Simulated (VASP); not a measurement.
The system is Ti.

```
Ti
1.0
     2.95000    0.00000    0.00000
    -1.47500    2.55477    0.00000
     0.00000    0.00000    4.68000
Ti
2
Direct
  0.33333 0.66667 0.25000
  0.66667 0.33333 0.75000
```

```yaml
Program: VASP 6.6.1
Task: relaxation of volume and atoms at fixed shape
Functional: LDA
Potentials_or_basis: VASP PAW LDA potentials, release 64 (Ti_sv)
Cutoff: 600 eV
k_mesh: 18 × 18 × 10
Occupations: methfessel-paxton, width 0.02 eV
Spin: no spin polarisation
```

At the start: pressure -9.9 GPa; volume 17.64 Å³/atom.

How do energy, volume and symmetry change on relaxing?

Over 4 steps the energy falls by 51.3 meV/atom and the volume is 16.06 Å³/atom (-8.9 %); space group P6_3/mmc (No. 194, to 0.05 Å).

Step by step:
| step | energy change (eV) | largest force (eV/Å) | pressure (GPa) | volume (Å³) |
| --- | --- | --- | --- | --- |
| 1 | 0.0000 | 0.0000 | -9.90 | 35.27 |
| 2 | -0.0391 | 0.0000 | 9.87 | 30.00 |
| 3 | -0.1027 | 0.0000 | -0.10 | 32.19 |
| 4 | -0.1027 | 0.0000 | 0.05 | 32.13 |

Final structure:
```yaml
crystal:
  lattice:
    - [2.85966, 0.00000, 0.00000]
    - [-1.42983, 2.47654, 0.00000]
    - [0.00000, 0.00000, 4.53669]
  atoms:
    - { symbol: Ti, position: [0.33333, 0.66667, 0.25000] }
    - { symbol: Ti, position: [0.66667, 0.33333, 0.75000] }
```
